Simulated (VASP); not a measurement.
# Pd (Fm-3m) in VASP: notebook

Runs on Pd. Level: PBE. Tasks: single point.

All numbers are computed with VASP 6.6.1; they aren't measurements. Logs are shortened: lines on timing, memory, paths and dates and some standing lists are left out, and cuts for length are marked.

## Step 1: The cell of the first run

It takes space group Fm-3m (No. 225, cubic). Conventional cell: a = 3.947 Å, b = 3.947 Å, c = 3.947 Å, α = 90.00°, β = 90.00°, γ = 90.00°. Within 3.7 Å of Pd (site symmetry m-3m) lie 12 Pd at 2.79 Å.

## Step 2: Single point, PBE

File INCAR:

```
SYSTEM = Pd
PREC = Accurate ; ENCUT = 520
EDIFF = 1E-6 ; ISMEAR = 0
SIGMA = 0.03 ; LREAL = .FALSE.
LASPH = .TRUE. ; NELM = 80
ALGO = Normal ; ISIF = 2
LWAVE = .FALSE. ; LCHARG = .FALSE.
GGA = PE ; NBANDS = 11
```

File KPOINTS:

```
Automatic mesh
0
G
  14 14 14
  0 0 0
```

File POSCAR:

```
Pd
1.0
    0.0000000000      1.9734737307      1.9734737307
    1.9734737307      0.0000000000      1.9734737307
    1.9734737307      1.9734737307      0.0000000000
Pd
1
Direct
    0.0000000000      0.0000000000      0.0000000000
```

Potentials or basis: VASP PAW PBE potentials, release 64 (Pd).

Started as:

```console
$ cat potpaw_PBE.64/Pd/POTCAR > POTCAR
$ mpirun -np 1 vasp_std > vasp.out
```

OUTCAR:

```text
SYSTEM = Pd
   PREC = Accurate
   ENCUT = 520
   EDIFF = 1E-6
   ISMEAR = 0
   LREAL = .FALSE.
   LASPH = .TRUE.
   NELM = 80
   ISIF = 2
   GGA = PE

 ion  position               nearest neighbor table
   1  0.000  0.000  0.000-

  LATTYP: Found a face centered cubic cell.
 ALAT       =     3.9469474614

  Lattice vectors:

 A1 = (   0.0000000000,   1.9734737307,   1.9734737307)
 A2 = (   1.9734737307,   0.0000000000,   1.9734737307)
 A3 = (   1.9734737307,   1.9734737307,   0.0000000000)

Analysis of symmetry for initial positions (statically):
=====================================================================
 Subroutine PRICEL returns:
 Original cell was already a primitive cell.

 Routine SETGRP: Setting up the symmetry group for a
 face centered cubic supercell.

 Subroutine GETGRP returns: Found 48 space group operations
 (whereof 48 operations were pure point group operations)
 out of a pool of 48 trial point group operations.

The static configuration has the point symmetry O_h .

Analysis of symmetry for dynamics (positions and initial velocities):
=====================================================================
 Subroutine PRICEL returns:
 Original cell was already a primitive cell.

 Routine SETGRP: Setting up the symmetry group for a
 face centered cubic supercell.

 Subroutine GETGRP returns: Found 48 space group operations
 (whereof 48 operations were pure point group operations)
 out of a pool of 48 trial point group operations.

The dynamic configuration has the point symmetry O_h .

 Subroutine INISYM returns: Found 48 space group operations
 (whereof 48 operations are pure point group operations),
 and found     1 'primitive' translations

----------------------------------------------------------------------------------------

                                     Primitive cell

  volume of cell :      15.3718

  direct lattice vectors                    reciprocal lattice vectors
     0.000000000  1.973473731  1.973473731    -0.253360352  0.253360352  0.253360352
     1.973473731  0.000000000  1.973473731     0.253360352 -0.253360352  0.253360352
     1.973473731  1.973473731  0.000000000     0.253360352  0.253360352 -0.253360352

  length of vectors
     2.790913315  2.790913315  2.790913315     0.438833003  0.438833003  0.438833003

  position of ions in fractional coordinates (direct lattice)
     0.000000000  0.000000000  0.000000000

  ion indices of the primitive-cell ions
   primitive index   ion index
                 1           1

----------------------------------------------------------------------------------------

 KPOINTS: Automatic mesh

Automatic generation of k-mesh.
 Grid dimensions read from file:
 generate k-points for:   14   14   14

 Generating k-lattice:

  Cartesian coordinates                     Fractional coordinates (reciprocal lattice)
    -0.018097168  0.018097168  0.018097168     0.071428571  0.000000000  0.000000000
     0.018097168 -0.018097168  0.018097168     0.000000000  0.071428571  0.000000000
     0.018097168  0.018097168 -0.018097168     0.000000000  0.000000000  0.071428571

  Length of vectors
     0.031345215  0.031345215  0.031345215

  Shift w.r.t. Gamma in fractional coordinates (k-lattice)
     0.000000000  0.000000000  0.000000000

 Subroutine IBZKPT returns following result:
 ===========================================

 Found    104 irreducible k-points:

 Following reciprocal coordinates:
            Coordinates               Weight
  0.000000  0.000000  0.000000      1.000000
  0.071429  0.000000  0.000000      8.000000
  0.142857  0.000000  0.000000      8.000000
  0.214286  0.000000  0.000000      8.000000
  0.285714  0.000000  0.000000      8.000000
  0.357143  0.000000  0.000000      8.000000
[... 16 lines left out ...]
  0.214286  0.142857  0.000000     24.000000
  0.285714  0.142857  0.000000     24.000000
 [... further k-points ...]
   k-points           NKPTS =    104   k-points in BZ     NKDIM =    104   number of bands    NBANDS=     11
   number of dos      NEDOS =    301   number of ions     NIONS =      1
   total plane-waves  NPLWV =  13824
   dimension x,y,z NGX =    24 NGY =   24 NGZ =   24
   dimension x,y,z NGXF=    48 NGYF=   48 NGZF=   48
   ions per type =               1
   NGX,Y,Z   is equivalent  to a cutoff of  14.30, 14.30, 14.30 a.u.
   NGXF,Y,Z  is equivalent  to a cutoff of  28.59, 28.59, 28.59 a.u.
 SYSTEM =  Pd
   PREC   = accura    normal or accurate (medium, high low for compatibility)
   ISTART =      0    job   : 0-new  1-cont  2-samecut
   ICHARG =      2    charge: 1-file 2-atom 10-const
   ISPIN  =      1    spin polarized calculation?
   LNONCOLLINEAR =      F non collinear calculations
   LSORBIT =      F    spin-orbit coupling
   LASPH  =      T    aspherical Exc in radial PAW
   ENCUT  =  520.0 eV  38.22 Ry    6.18 a.u.   5.19  5.19  5.19*2*pi/ulx,y,z
   NELM   =     80;   NELMIN=  2; NELMDL= -5     # of ELM steps
   EDIFF  = 0.1E-05   stopping-criterion for ELM
   LREAL  =      F    real-space projection
   EDIFFG = 0.1E-04   stopping-criterion for IOM
   NSW    =      0    number of steps for IOM
   IBRION =     -1    ionic relax: 0-MD 1-quasi-New 2-CG
   NFREE  =      0    steps in history (QN), initial steepest desc. (CG)
   ISIF   =      2    stress and relaxation
   ISYM   =      2    0-nonsym 1-usesym 2-fastsym
   POTIM  = 0.5000    time-step for ionic-motion
   TEBEG  =    0.0;   TEEND  =   0.0 temperature during run
   PSTRESS=    0.0 pullay stress
   NELECT =      10.0000    total number of electrons
   NUPDOWN=      -1.0000    fix difference up-down
   EMIN   =  10.00;   EMAX   =-10.00  energy-range for DOS
   EFERMI =   0.00;   METHOD = LEGACY
   ISMEAR =     0;   SIGMA  =   0.03  broadening in eV -4-tet -1-fermi 0-gaus
   EFERMI_NEDOS =   21; number of points for ismear=-14 and -15
   IALGO  =     38    algorithm
   IMIX   =      4    mixing-type and parameters
     AMIX     =   0.40;   BMIX     =  1.00
     AMIX_MAG =   1.60;   BMIX_MAG =  1.00
  volume/ion in A,a.u.               =      15.37       103.73
  Fermi-wavevector in a.u.,A,eV,Ry     =   1.418514  2.680602 27.377380  2.012181
  Thomas-Fermi vector in A             =   2.539631
   LORBIT       =      0    0 simple, 1 ext, 2 COOP (PROOUT), +10 PAW based schemes
   GGA     = PE    functional components
   LHFCALC =     F    Hartree Fock is set to
   AEXX    =    0.0000 exact exchange contribution
   IVDW    =     0    specifies the selected vdW correction
   LEPSILON=     F    determine dielectric tensor
   LRPA    =     F    only Hartree local field effects (RPA)
 non-spin polarized calculation
 Gauss-broadening in eV      SIGMA  =   0.03
  energy-cutoff  :      520.00
  volume of cell :       15.37
 maximum number of plane-waves:       428
 NGX is ok and might be reduce to    24
   NGX = 11   NGY = 11   NGZ = 11

 number of electron      10.0000000 magnetization

 Free energy of the ion-electron system (eV)
  ---------------------------------------------------
  ext. energy  EPLUGINS =         0.00000000
  ---------------------------------------------------
  free energy    TOTEN  =        -5.20664965 eV

  energy without entropy =       -5.20507732  energy(sigma->0) =       -5.20586348

 E-fermi :   9.1001     XC(G=0): -12.9278

 val. band max:        9.0903748653   @ k =  -0.4286   0.3571   0.0000
 cond. band min:       9.1062233801   @ k =   0.5000   0.1429   0.0000
 fundamental gap:      0.0158485148
 Fermi energy:         9.1001109677

 k-point     1 :       0.0000    0.0000    0.0000
  band No.  band energies     occupation
      1       2.2773      2.00000
      2       6.4477      2.00000
      3       6.4477      2.00000
      4       6.4477      2.00000
      5       7.9543      2.00000
      6       7.9543      2.00000
      7      26.2647      0.00000
      8      30.8090      0.00000
      9      30.8090      0.00000
     10      30.8090      0.00000
     11      35.4321      0.00000

 k-point     2 :       0.0714    0.0000    0.0000
  band No.  band energies     occupation
      1       2.4556      2.00000
      2       6.3878      2.00000
      3       6.5075      2.00000
      4       6.5075      2.00000
      5       7.9268      2.00000
      6       7.9268      2.00000
      7      26.4325      0.00000
      8      29.6446      0.00000
      9      30.9991      0.00000
     10      30.9991      0.00000
     11      35.5830      0.00000

 k-point     3 :       0.1429    0.0000    0.0000
  band No.  band energies     occupation
      1       2.9566      2.00000
      2       6.2609      2.00000
      3       6.6459      2.00000
      4       6.6459      2.00000
      5       7.8894      2.00000
      6       7.8894      2.00000
      7      26.5060      0.00000
      8      27.7533      0.00000
      9      31.5079      0.00000
     10      31.5079      0.00000
     11      35.3255      0.00000

 k-point     4 :       0.2143    0.0000    0.0000
  band No.  band energies     occupation
      1       3.6315      2.00000
      2       6.2574      2.00000
      3       6.7350      2.00000
      4       6.7350      2.00000
      5       7.9744      2.00000
      6       7.9744      2.00000
      7      24.5660      0.00000
      8      27.3831      0.00000
      9      32.0878      0.00000
     10      32.0878      0.00000
     11      34.4330      0.00000
[... 239 lines left out ...]
 k-point    22 :       0.1429    0.1429    0.0000
  band No.  band energies     occupation
      1       3.1846      2.00000
      2       5.9844      2.00000
      3       6.8619      2.00000
      4       6.8619      2.00000
      5       7.5097      2.00000
      6       8.1473      2.00000
      7      27.1575      0.00000
      8      28.7435      0.00000
      9      29.6716      0.00000
     10      29.6716      0.00000
     11      35.5210      0.00000

 k-point    23 :       0.2143    0.1429    0.0000
  band No.  band energies     occupation
      1       3.7176      2.00000
      2       5.7884      2.00000
      3       6.9555      2.00000
      4       7.0527      2.00000
      5       7.5299      2.00000
      6       8.2613      2.00000
      7      26.6217      0.00000
      8      27.7289      0.00000
      9      29.0179      0.00000
     10      30.0334      0.00000
     11      34.9429      0.00000

 k-point    24 :       0.2857    0.1429    0.0000
  band No.  band energies     occupation
      1       4.3208      2.00000
      2       5.7336      2.00000
      3       6.7364      2.00000
      4       7.1273      2.00000
      5       8.1069      2.00000
      6       8.4875      2.00000
      7      24.1176      0.00000
      8      27.5090      0.00000
      9      28.4512      0.00000
     10      30.4063      0.00000
     11      34.5920      0.00000

 [... further k-points ...]
[... 5 lines left out ...]
  --------------------------------------------------------------------------------------
  -------------------------------------------------------------------------------------
  Total       -0.0676892     -0.0676892     -0.0676892      0.0000000      0.0000000     -0.0000000
  in kB       -7.0551456     -7.0551456     -7.0551456      0.0000000      0.0000000     -0.0000000
  external PRESSURE =      -7.0551456 kB  Pullay stress =       0.0000000 kB

 VOLUME and BASIS-vectors are now :
 -----------------------------------------------------------------------------
  energy-cutoff  :      520.00
  volume of cell :       15.37
      direct lattice vectors                 reciprocal lattice vectors
     0.000000000  1.973473731  1.973473731    -0.253360352  0.253360352  0.253360352
     1.973473731  0.000000000  1.973473731     0.253360352 -0.253360352  0.253360352
     1.973473731  1.973473731  0.000000000     0.253360352  0.253360352 -0.253360352

 POSITION                                       TOTAL-FORCE (eV/Angst)
 -----------------------------------------------------------------------------------
      0.00000      0.00000      0.00000        -0.000000      0.000000      0.000000
 -----------------------------------------------------------------------------------
    total drift:                               -0.000000      0.000000     -0.000000

  FREE ENERGIE OF THE ION-ELECTRON SYSTEM (eV)
  ---------------------------------------------------
  free  energy   TOTEN  =        -5.2066496452 eV

  energy  without entropy=       -5.2050773182  energy(sigma->0) =       -5.20586348
```

Wall time 9.8 s (1 thread of Intel Xeon 6975P-C, shared host); peak memory 0.15 GiB.

What came out:

```yaml
Free_energy: -5.2066 eV
Pressure: -0.7 GPa
Band_gap_on_the_k_mesh: zero (band 5 reaches 9.37 eV, above the bottom of band 6 at 7.89 eV)
```

## Step 3: Single point, PBE

File INCAR:

```
SYSTEM = Pd
PREC = Accurate
ENCUT = 520
EDIFF = 1E-6
ISMEAR = 0
SIGMA = 0.1
LREAL = .FALSE.
LASPH = .TRUE.
NELM = 100
ALGO = Normal
ISIF = 2
LWAVE = .FALSE.
LCHARG = .TRUE.
GGA = PE
LELF = .TRUE.
LVHAR = .TRUE.
NBANDS = 11
```

KPOINTS is that of step 2.

POSCAR is that of step 2.

Potentials or basis: VASP PAW PBE potentials, release 64 (Pd).

Started as:

```console
$ cat potpaw_PBE.64/Pd/POTCAR > POTCAR
$ mpirun -np 1 vasp_std > vasp.out
```

OUTCAR:

```text
SYSTEM = Pd
   PREC = Accurate
   ENCUT = 520
   EDIFF = 1E-6
   ISMEAR = 0
   LREAL = .FALSE.
   LASPH = .TRUE.
   NELM = 100
   ISIF = 2
   GGA = PE

 ion  position               nearest neighbor table
   1  0.000  0.000  0.000-

  LATTYP: Found a face centered cubic cell.
 ALAT       =     3.9469474614

  Lattice vectors:

 A1 = (   0.0000000000,   1.9734737307,   1.9734737307)
 A2 = (   1.9734737307,   0.0000000000,   1.9734737307)
 A3 = (   1.9734737307,   1.9734737307,   0.0000000000)

Analysis of symmetry for initial positions (statically):
[... 507 lines left out ...]
      5       8.1068      2.00000
      6       8.4870      2.00000
      7      24.1174      0.00000
      8      27.5091      0.00000
      9      28.4511      0.00000
     10      30.4065      0.00000
     11      34.5917      0.00000

 [... further k-points ...]
[... 5 lines left out ...]
  --------------------------------------------------------------------------------------
  -------------------------------------------------------------------------------------
  Total       -0.0570739     -0.0570739     -0.0570739      0.0000000      0.0000000     -0.0000000
  in kB       -5.9487325     -5.9487325     -5.9487325      0.0000000      0.0000000     -0.0000000
  external PRESSURE =      -5.9487325 kB  Pullay stress =       0.0000000 kB

 VOLUME and BASIS-vectors are now :
 -----------------------------------------------------------------------------
  energy-cutoff  :      520.00
  volume of cell :       15.37
      direct lattice vectors                 reciprocal lattice vectors
     0.000000000  1.973473731  1.973473731    -0.253360352  0.253360352  0.253360352
     1.973473731  0.000000000  1.973473731     0.253360352 -0.253360352  0.253360352
     1.973473731  1.973473731  0.000000000     0.253360352  0.253360352 -0.253360352

 POSITION                                       TOTAL-FORCE (eV/Angst)
 -----------------------------------------------------------------------------------
      0.00000      0.00000      0.00000         0.000000     -0.000000      0.000000
 -----------------------------------------------------------------------------------
    total drift:                               -0.000000      0.000000     -0.000000

  FREE ENERGIE OF THE ION-ELECTRON SYSTEM (eV)
  ---------------------------------------------------
  free  energy   TOTEN  =        -5.2143552005 eV

  energy  without entropy=       -5.1985457426  energy(sigma->0) =       -5.20645047
```

It took 9.9 s on 1 thread of Intel Xeon 6975P-C, shared host; peak memory 0.15 GiB.

What came out:

```
Free energy            : -5.2144 eV
Pressure               : -0.6 GPa
Band gap on the k mesh : zero (band 5 reaches 9.37 eV, above the bottom of band 6 at 7.89 eV)
```
